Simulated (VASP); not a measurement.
# GdN in VASP: notebook

GdN is run at these levels: PBEsol; tasks: single point.

Everything below comes from runs of VASP 6.6.1. Logs are shortened: lines on timing, memory, paths and dates and some standing lists are left out, and cuts for length are marked.

## (1) The cell of the first run

The structure is tetragonal, space group I-4m2 (No. 119). The conventional cell has a = 3.729 Å, b = 3.729 Å, c = 5.168 Å, α = 90.00°, β = 90.00°, γ = 90.00°. Gd (site symmetry -4m2) has 4 N at 2.27 Å within 3.0 Å. N (site symmetry -4m2) has 4 Gd at 2.27 Å within 3.0 Å.

## (2) Single point, PBEsol, collinear spin, ferromagnetic start

Input file INCAR:

```
SYSTEM = GdN
ALGO     = Normal         ! electronic algorithm
EDIFF    = 1E-6           ! SCF threshold, eV
ENCUT    = 520            ! plane-wave cutoff, eV
GGA      = PS             ! functional
ISIF     = 2              ! what is computed and relaxed
ISMEAR   = 0              ! smearing method
ISPIN    = 2              ! spin polarisation
LASPH    = .TRUE.         ! aspherical terms in the spheres
LCHARG   = .FALSE.        ! write CHGCAR
LMAXMIX  = 6              ! l up to which the mixer works
LORBIT   = 11             ! projections on sites
LREAL    = .FALSE.        ! projectors in reciprocal space
LWAVE    = .FALSE.        ! write WAVECAR
MAGMOM   = 7.45 0         ! initial moments
NBANDS   = 22             ! bands
NELM     = 150            ! most SCF steps
PREC     = Accurate       ! precision mode
SIGMA    = 0.05           ! smearing width, eV
```

Input file KPOINTS:

```
k-points
0
G
  10 10 10
  0 0 0
```

Input file POSCAR:

```
GdN
1.0
    0.0000000000      2.5838376214      2.6365690014
    2.6365690014      0.0000000000      2.6365690014
    2.6365690014      2.5838376214      0.0000000000
Gd N
1 1
Direct
    0.0000000000      0.0000000000      0.0000000000
    0.2500000000      0.2500000000      0.2500000000
```

Potentials or basis: VASP PAW PBE potentials, release 64 (Gd, N).

Run with:

```bash
> cat potpaw_PBE.64/Gd/POTCAR potpaw_PBE.64/N/POTCAR > POTCAR
> mpirun -np 1 vasp_std > vasp.out
```

OUTCAR:

```text
SYSTEM = GdN
   EDIFF = 1E-6
   ENCUT = 520
   GGA = PS
   ISIF = 2
   ISMEAR = 0
   ISPIN = 2
   LASPH = .TRUE.
   LORBIT = 11
   LREAL = .FALSE.
   NELM = 150
   PREC = Accurate

 ion  position               nearest neighbor table
   1  0.000  0.000  0.000-   2 2.27   2 2.27   2 2.27   2 2.27
   2  0.250  0.250  0.250-   1 2.27   1 2.27   1 2.27   1 2.27

  LATTYP: Found a body centered tetragonal cell.
 ALAT       =     3.7286716399
 C/A-ratio  =     1.3859292911

  Lattice vectors:

 A1 = (   0.0000000000,  -2.5838376214,   2.6365690014)
 A2 = (   0.0000000000,  -2.5838376214,  -2.6365690014)
 A3 = (   2.6365690014,   2.5838376214,   0.0000000000)

Analysis of symmetry for initial positions (statically):
=====================================================================
 Subroutine PRICEL returns:
 Original cell was already a primitive cell.

 Routine SETGRP: Setting up the symmetry group for a
 body centered tetragonal supercell.

 Subroutine GETGRP returns: Found  8 space group operations
 (whereof  8 operations were pure point group operations)
 out of a pool of 16 trial point group operations.

The static configuration has the point symmetry D_2d.

Analysis of symmetry for dynamics (positions and initial velocities):
=====================================================================
 Subroutine PRICEL returns:
 Original cell was already a primitive cell.

 Routine SETGRP: Setting up the symmetry group for a
 body centered tetragonal supercell.

 Subroutine GETGRP returns: Found  8 space group operations
 (whereof  8 operations were pure point group operations)
 out of a pool of 16 trial point group operations.

The dynamic configuration has the point symmetry D_2d.

Analysis of structural, dynamic, and magnetic symmetry:
=====================================================================
 Subroutine PRICEL returns:
 Original cell was already a primitive cell.

 Routine SETGRP: Setting up the symmetry group for a
 body centered tetragonal supercell.

 Subroutine GETGRP returns: Found  8 space group operations
 (whereof  8 operations were pure point group operations)
 out of a pool of 16 trial point group operations.

The overall configuration has the point symmetry D_2d.

 Subroutine INISYM returns: Found  8 space group operations
 (whereof  8 operations are pure point group operations),
 and found     1 'primitive' translations

----------------------------------------------------------------------------------------

                                     Primitive cell

  volume of cell :      35.9231

  direct lattice vectors                    reciprocal lattice vectors
     0.000000000  2.583837621  2.636569001    -0.189640400  0.193510612  0.189640400
     2.636569001  0.000000000  2.636569001     0.189640400 -0.193510612  0.189640400
     2.636569001  2.583837621  0.000000000     0.189640400  0.193510612 -0.189640400

  length of vectors
     3.691573235  3.728671640  3.691573235     0.330716373  0.330716373  0.330716373

  position of ions in fractional coordinates (direct lattice)
     0.000000000  0.000000000  0.000000000
     0.250000000  0.250000000  0.250000000

  ion indices of the primitive-cell ions
   primitive index   ion index
                 1           1
                 2           2

----------------------------------------------------------------------------------------

 KPOINTS: k-points

Automatic generation of k-mesh.
 Grid dimensions read from file:
 generate k-points for:   10   10   10

 Generating k-lattice:

  Cartesian coordinates                     Fractional coordinates (reciprocal lattice)
    -0.018964040  0.019351061  0.018964040     0.100000000  0.000000000 -0.000000000
     0.018964040 -0.019351061  0.018964040     0.000000000  0.100000000  0.000000000
     0.018964040  0.019351061 -0.018964040    -0.000000000  0.000000000  0.100000000

  Length of vectors
     0.033071637  0.033071637  0.033071637

  Shift w.r.t. Gamma in fractional coordinates (k-lattice)
     0.000000000  0.000000000  0.000000000

 Subroutine IBZKPT returns following result:
 ===========================================

 Found    102 irreducible k-points:

 Following reciprocal coordinates:
            Coordinates               Weight
  0.000000  0.000000  0.000000      1.000000
  0.100000  0.000000  0.000000      8.000000
  0.200000  0.000000  0.000000      8.000000
  0.300000  0.000000  0.000000      8.000000
  0.400000  0.000000  0.000000      8.000000
  0.500000  0.000000  0.000000      4.000000
[... 16 lines left out ...]
  0.300000  0.300000  0.000000      4.000000
  0.400000  0.300000 -0.000000     16.000000
 [... further k-points ...]
   k-points           NKPTS =    102   k-points in BZ     NKDIM =    102   number of bands    NBANDS=     22
   number of dos      NEDOS =    301   number of ions     NIONS =      2
   total plane-waves  NPLWV =  21952
   dimension x,y,z NGX =    28 NGY =   28 NGZ =   28
   dimension x,y,z NGXF=    56 NGYF=   56 NGZF=   56
   ions per type =               1   1
   NGX,Y,Z   is equivalent  to a cutoff of  12.61, 12.48, 12.61 a.u.
   NGXF,Y,Z  is equivalent  to a cutoff of  25.22, 24.97, 25.22 a.u.
 SYSTEM =  GdN
   PREC   = accura    normal or accurate (medium, high low for compatibility)
   ISTART =      0    job   : 0-new  1-cont  2-samecut
   ICHARG =      2    charge: 1-file 2-atom 10-const
   ISPIN  =      2    spin polarized calculation?
   LNONCOLLINEAR =      F non collinear calculations
   LSORBIT =      F    spin-orbit coupling
   LASPH  =      T    aspherical Exc in radial PAW
   ENCUT  =  520.0 eV  38.22 Ry    6.18 a.u.   6.86  6.93  6.86*2*pi/ulx,y,z
   NELM   =    150;   NELMIN=  2; NELMDL= -5     # of ELM steps
   EDIFF  = 0.1E-05   stopping-criterion for ELM
   LREAL  =      F    real-space projection
   EDIFFG = 0.1E-04   stopping-criterion for IOM
   NSW    =      0    number of steps for IOM
   IBRION =     -1    ionic relax: 0-MD 1-quasi-New 2-CG
   NFREE  =      0    steps in history (QN), initial steepest desc. (CG)
   ISIF   =      2    stress and relaxation
   ISYM   =      2    0-nonsym 1-usesym 2-fastsym
   POTIM  = 0.5000    time-step for ionic-motion
   TEBEG  =    0.0;   TEEND  =   0.0 temperature during run
   PSTRESS=    0.0 pullay stress
   NELECT =      23.0000    total number of electrons
   NUPDOWN=      -1.0000    fix difference up-down
   EMIN   =  10.00;   EMAX   =-10.00  energy-range for DOS
   EFERMI =   0.00;   METHOD = LEGACY
   ISMEAR =     0;   SIGMA  =   0.05  broadening in eV -4-tet -1-fermi 0-gaus
   EFERMI_NEDOS =   21; number of points for ismear=-14 and -15
   IALGO  =     38    algorithm
   IMIX   =      4    mixing-type and parameters
     AMIX     =   0.40;   BMIX     =  1.00
     AMIX_MAG =   1.60;   BMIX_MAG =  1.00
  volume/ion in A,a.u.               =      17.96       121.21
  Fermi-wavevector in a.u.,A,eV,Ry     =   1.410998  2.666399 27.088033  1.990914
  Thomas-Fermi vector in A             =   2.532894
   LORBIT       =     11    0 simple, 1 ext, 2 COOP (PROOUT), +10 PAW based schemes
   GGA     = PS    functional components
   LHFCALC =     F    Hartree Fock is set to
   AEXX    =    0.0000 exact exchange contribution
   IVDW    =     0    specifies the selected vdW correction
   LEPSILON=     F    determine dielectric tensor
   LRPA    =     F    only Hartree local field effects (RPA)
 spin polarized calculation
 Gauss-broadening in eV      SIGMA  =   0.05
  energy-cutoff  :      520.00
  volume of cell :       35.92
 maximum number of plane-waves:       982
   NGX = 13   NGY = 13   NGZ = 13

 number of electron      23.0000008 magnetization       7.0002220

 Free energy of the ion-electron system (eV)
  ---------------------------------------------------
  ext. energy  EPLUGINS =         0.00000000
  ---------------------------------------------------
  free energy    TOTEN  =       -23.56672168 eV

  energy without entropy =      -23.56672168  energy(sigma->0) =      -23.56672168

 E-fermi :   2.5321     XC(G=0): -10.7461

 val. band max:        2.3092626539   @ k =   0.5000   0.5000   0.0000
 cond. band min:       3.3850899179   @ k =   0.0000   0.0000   0.0000
 fundamental gap:      1.0758272639
 Fermi energy:         2.5321040262

 spin component 1

 k-point     1 :       0.0000    0.0000    0.0000
  band No.  band energies     occupation
      1     -40.7265      1.00000
      2     -17.9362      1.00000
      3     -17.9362      1.00000
      4     -17.9357      1.00000
      5      -9.9978      1.00000
      6      -0.6930      1.00000
[... 14 lines left out ...]
     21      11.1307      0.00000
     22      16.8076      0.00000

 k-point     2 :       0.1000    0.0000    0.0000
  band No.  band energies     occupation
      1     -40.7211      1.00000
      2     -18.0337      1.00000
      3     -17.9474      1.00000
      4     -17.9454      1.00000
      5      -9.8802      1.00000
      6      -0.7117      1.00000
[... 14 lines left out ...]
     21      11.3159      0.00000
     22      15.7658      0.00000
[... 523 lines left out ...]
     21      10.9824      0.00000
     22      16.0384      0.00000

 k-point    24 :       0.4000    0.3000   -0.0000
  band No.  band energies     occupation
      1     -40.6670      1.00000
      2     -18.6931      1.00000
      3     -18.1752      1.00000
      4     -18.1394      1.00000
      5      -8.8968      1.00000
      6      -1.0811      1.00000
[... 14 lines left out ...]
     21      11.4573      0.00000
     22      15.1018      0.00000

 [... further k-points ...]

 spin component 2

 k-point     1 :       0.0000    0.0000    0.0000
  band No.  band energies     occupation
      1     -37.6560      1.00000
      2     -15.7259      1.00000
      3     -15.7259      1.00000
      4     -15.7246      1.00000
      5      -9.9317      1.00000
      6       0.2037      1.00000
[... 14 lines left out ...]
     21      11.9489      0.00000
     22      17.2242      0.00000

 k-point     2 :       0.1000    0.0000    0.0000
  band No.  band energies     occupation
      1     -37.6488      1.00000
      2     -15.8694      1.00000
      3     -15.7403      1.00000
      4     -15.7373      1.00000
      5      -9.7806      1.00000
      6       0.0978      1.00000
[... 14 lines left out ...]
     21      12.1588      0.00000
     22      16.3863      0.00000
[... 523 lines left out ...]
     21      11.9746      0.00000
     22      16.6814      0.00000

 k-point    24 :       0.4000    0.3000   -0.0000
  band No.  band energies     occupation
      1     -37.5763      1.00000
      2     -16.7913      1.00000
      3     -16.0346      1.00000
      4     -15.9885      1.00000
      5      -8.6051      1.00000
      6      -0.5950      1.00000
[... 14 lines left out ...]
     21      12.4089      0.00000
     22      15.7915      0.00000

 [... further k-points ...]

------------------------ aborting loop because EDIFF is reached ----------------------------------------

  FORCE on cell =-STRESS in cart. coord.  units (eV):
  Direction    XX          YY          ZZ          XY          YZ          ZX
  --------------------------------------------------------------------------------------
  -------------------------------------------------------------------------------------
  Total        0.5535526      0.6486574      0.5535526      0.0000000      0.0000000      0.0000000
  in kB       24.6885721     28.9302698     24.6885721      0.0000000      0.0000000      0.0000000
  external PRESSURE =      26.1024713 kB  Pullay stress =       0.0000000 kB

 VOLUME and BASIS-vectors are now :
 -----------------------------------------------------------------------------
  energy-cutoff  :      520.00
  volume of cell :       35.92
      direct lattice vectors                 reciprocal lattice vectors
     0.000000000  2.583837621  2.636569001    -0.189640400  0.193510612  0.189640400
     2.636569001  0.000000000  2.636569001     0.189640400 -0.193510612  0.189640400
     2.636569001  2.583837621  0.000000000     0.189640400  0.193510612 -0.189640400

 POSITION                                       TOTAL-FORCE (eV/Angst)
 -----------------------------------------------------------------------------------
      0.00000      0.00000      0.00000        -0.000000     -0.000000     -0.000000
      1.31828      1.29192      1.31828         0.000000      0.000000      0.000000
 -----------------------------------------------------------------------------------
    total drift:                               -0.000000     -0.000000     -0.000000

  FREE ENERGIE OF THE ION-ELECTRON SYSTEM (eV)
  ---------------------------------------------------
  free  energy   TOTEN  =       -23.5667216762 eV

  energy  without entropy=      -23.5667216762  energy(sigma->0) =      -23.56672168

 total charge

# of ion       s       p       d       f       tot
--------------------------------------------------
    1        2.048   5.620   0.639   7.003  15.310
    2        1.258   2.423   0.000   0.000   3.680
--------------------------------------------------
tot          3.306   8.042   0.639   7.003  18.991

 magnetization (x)

# of ion       s       p       d       f       tot
--------------------------------------------------
    1        0.002  -0.069   0.069   6.788   6.789
    2       -0.008  -0.048   0.000   0.000  -0.056
--------------------------------------------------
tot         -0.006  -0.118   0.069   6.788   6.733
```

Wall time 11 min (1 thread of Intel Xeon Platinum 8259CL at 2.50GHz (Skylake/Cascade Lake), shared host); peak memory 0.28 GiB.

Results:

* Free energy: -23.5667 eV
* Pressure: 2.6 GPa
* Band gap on the k mesh: 1.08 eV (least direct gap 1.68 eV)
* Net moment: 7.00 μB per cell
* Site moments: Gd +6.79; N -0.06 μB
* Valence electrons inside the program's atomic spheres: Gd 15.31; N 3.68

Levels at points of the mesh, in eV from the valence-band top:
Spin up:
| k point | band 12 | band 13 | band 14 | band 15 | band 16 | band 17 | band 18 | band 19 |
| --- | --- | --- | --- | --- | --- | --- | --- | --- |
| (0.00, 0.00, 0.00) | -2.52 | -1.83 | -1.83 | -1.82 | 1.82 | 4.92 | 5.18 | 8.51 |
| (0.50, 0.00, 0.00) | -2.52 | -1.64 | -1.41 | -1.32 | 3.97 | 5.47 | 5.49 | 6.46 |
| (0.50, 0.50, 0.00) | -2.54 | -2.35 | -0.06 | 0.00 | 1.80 | 4.82 | 6.92 | 7.49 |
| (0.50, 0.00, 0.50) | -2.55 | -2.36 | -0.07 | -0.07 | 1.92 | 4.88 | 6.89 | 7.51 |
Spin down:
```csv
k point,band 4,band 5,band 6,band 7,band 8,band 9,band 10,band 11,band 12,band 13
"(0.00, 0.00, 0.00)",-18.03,-12.24,-2.11,-2.11,-2.07,1.08,2.62,2.62,2.63,2.79
"(0.50, 0.00, 0.00)",-18.16,-11.13,-1.54,-1.48,-1.41,2.21,2.51,2.58,2.60,2.75
"(0.50, 0.50, 0.00)",-18.36,-10.71,-3.09,-0.28,-0.25,2.27,2.50,2.56,2.66,2.66
"(0.50, 0.00, 0.50)",-18.41,-10.77,-3.09,-0.26,-0.26,2.29,2.53,2.55,2.67,2.67
```

Caveat: the PAW data sets were made with another functional, which shifts forces and pressure a little; spin-orbit coupling is left out, which moves the levels of the heavy elements; a cell with one magnetic atom can't hold antiferromagnetic order, which such compounds often take; semilocal functionals describe open f shells poorly, which spoils levels, moments and volumes.

## (3) Single point, PBEsol, collinear spin, ferromagnetic start (atom 1 (Gd) moved 0.08 Å along z)

Input file INCAR:

```
  ALGO = Normal
  EDIFF = 1E-6
  ENCUT = 520
  GGA = PS
  ISIF = 2
  ISMEAR = 0
  ISPIN = 2
  LASPH = True
  LCHARG = True
  LELF = True
  LMAXMIX = 6
  LORBIT = 11
  LREAL = False
  LVHAR = True
  LWAVE = False
  MAGMOM = 7.45 0
  NBANDS = 22
  NELM = 150
  PREC = Accurate
  SIGMA = 0.05
```

Input file KPOINTS:

```
k-points
0
Gamma
  10 10 10
```

Input file POSCAR:

```
GdN
1.0
    0.0000000000      2.6365690014      2.6365690014
    2.6365690014      0.0000000000      2.6365690014
    2.6365690014      2.6365690014      0.0000000000
Gd N
1 1
Direct
    0.0151712320      0.0151712320     -0.0151712320
    0.2500000000      0.2500000000      0.2500000000
```

Potentials or basis: VASP PAW PBE potentials, release 64 (Gd, N).

Run with:

```bash
> cat potpaw_PBE.64/Gd/POTCAR potpaw_PBE.64/N/POTCAR > POTCAR
> mpirun -np 1 vasp_std > vasp.out
```

It took 17 min on 1 thread of Intel Xeon Platinum 8259CL at 2.50GHz (Skylake/Cascade Lake), shared host; peak memory 0.36 GiB.

Results (log left out):

```
Free energy                                           : -23.5474 eV
Pressure                                              : 0.5 GPa
Largest force                                         : 0.668 eV/Å
Band gap on the k mesh                                : 1.06 eV (least direct gap 1.78 eV)
Net moment                                            : 7.00 μB per cell
Site moments                                          : Gd +6.79; N -0.06 μB
Valence electrons inside the program's atomic spheres : Gd 15.29; N 3.67
```

Forces on the atoms (eV/Å):
```
Gd   0.000  0.000 -0.668
N    0.000  0.000  0.668
```

Stress tensor (GPa, compression positive):
```
0.61 2.41 0.00
2.41 0.61 0.00
0.00 0.00 0.26
```

Levels at points of the mesh, in eV from the valence-band top:
Spin up:
```tsv
k point	band 13	band 14	band 15	band 16	band 17	band 18
(0.00, 0.00, 0.00)	-1.85	-1.82	-1.73	1.75	4.98	5.00
(0.50, 0.00, 0.00)	-1.69	-1.51	-1.34	4.10	5.21	5.65
(0.00, 0.00, 0.50)	-1.59	-1.33	-1.15	3.74	5.11	5.63
(0.50, 0.50, 0.00)	-2.38	-0.11	0.00	1.78	4.85	6.79
(0.00, 0.50, 0.50)	-2.38	-0.06	-0.05	1.84	4.79	6.79
```
Spin down:
```csv
k point,band 4,band 5,band 6,band 7,band 8,band 9,band 10,band 11,band 12,band 13
"(0.00, 0.00, 0.00)",-18.08,-12.19,-2.06,-2.03,-1.96,1.06,2.58,2.58,2.59,2.73
"(0.50, 0.00, 0.00)",-18.20,-11.22,-1.62,-1.45,-1.43,2.20,2.49,2.54,2.55,2.71
"(0.00, 0.00, 0.50)",-18.21,-11.01,-1.48,-1.40,-1.30,2.17,2.45,2.56,2.58,2.71
"(0.50, 0.50, 0.00)",-18.41,-10.76,-3.00,-0.26,-0.25,2.22,2.50,2.52,2.60,2.64
"(0.00, 0.50, 0.50)",-18.41,-10.72,-3.01,-0.28,-0.27,2.26,2.48,2.51,2.62,2.62
```

Caveat: the cell differs from its parent crystal (atom 1 (Gd) moved 0.08 Å along z); the PAW data sets were made with another functional, which shifts forces and pressure a little; spin-orbit coupling is left out, which moves the levels of the heavy elements; a cell with one magnetic atom can't hold antiferromagnetic order, which such compounds often take; semilocal functionals describe open f shells poorly, which spoils levels, moments and volumes. The state reached can hang on the start; a lower one may exist.
